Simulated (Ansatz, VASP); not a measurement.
## One calculation of BN, two programs

The input INCAR:

```
SYSTEM = BN
PREC = Accurate
ENCUT = 600
EDIFF = 1E-7
ISMEAR = 0
SIGMA = 0.02
LREAL = .False.
LASPH = .True.
NELM = 120
ALGO = Normal
ISIF = 3
LWAVE = .False.
LCHARG = .False.
GGA = CA
IBRION = 2
NSW = 100
EDIFFG = -0.002
GGA_COMPAT = .False.
NELMIN = 4
```

The input KPOINTS:

```
regular mesh
0
Gamma
  12 12 12
  0 0 0
```

The input POSCAR:

```
BN
1.0
    0.0000000000      1.7905521938      1.7905521938
    1.7905521938      0.0000000000      1.7905521938
    1.7905521938      1.7905521938      0.0000000000
B N
1 1
Direct
    0.0000000000      0.0000000000      0.0000000000
    0.7500000000      0.7500000000      0.7500000000
```

Input for Ansatz:

```yaml
crystal:
  lattice:
    - [0.0, 1.7905521938, 1.7905521938]
    - [1.7905521938, 0.0, 1.7905521938]
    - [1.7905521938, 1.7905521938, 0.0]
  atoms:
    - { symbol: B, position: [0.0, 0.0, 0.0] }
    - { symbol: "N", position: [0.75, 0.75, 0.75] }
basis:
  ecutwfc: 420
kpoints:
  mp_grid: { grid: [12, 12, 12] }
hamiltonian:
  xc: lda
scf:
  occupations: { method: gaussian, width: 0.02 }
output:
  forces: true
  stress: true
  eigenvalues: true
relax:
  adjacent_minimum: "off"
  f_tol: 0.002
  max_steps: 80
  cell: { stress_tol: 0.02 }
```

Alike in both runs: task relaxation of cell and atoms; functional LDA; k mesh 12 × 12 × 12; occupations gaussian, width 0.02 eV; no spin polarisation.

|  | VASP | Ansatz |
| --- | --- | --- |
| version | VASP 6.6.1 | Ansatz 0.2.0 |
| potentials or method | VASP PAW LDA potentials, release 64 (B, N), cutoff 600 eV | scalar-relativistic, plane waves, PAW |
| valence electrons in the cell | 8 | 8 |

```tsv
	VASP	Ansatz	Ansatz less VASP
gap on the k mesh at the Fermi level, each at its own relaxed structure (eV)	4.38	4.39	+0.016
relaxed volume (Å³/atom)	5.75	5.74	-0.010
relaxed cell length with the largest relative difference (Å)	2.533	2.532	-0.0015
```

LDA's correlation is that of Perdew and Zunger in VASP and of Perdew and Wang (1992) in Ansatz.
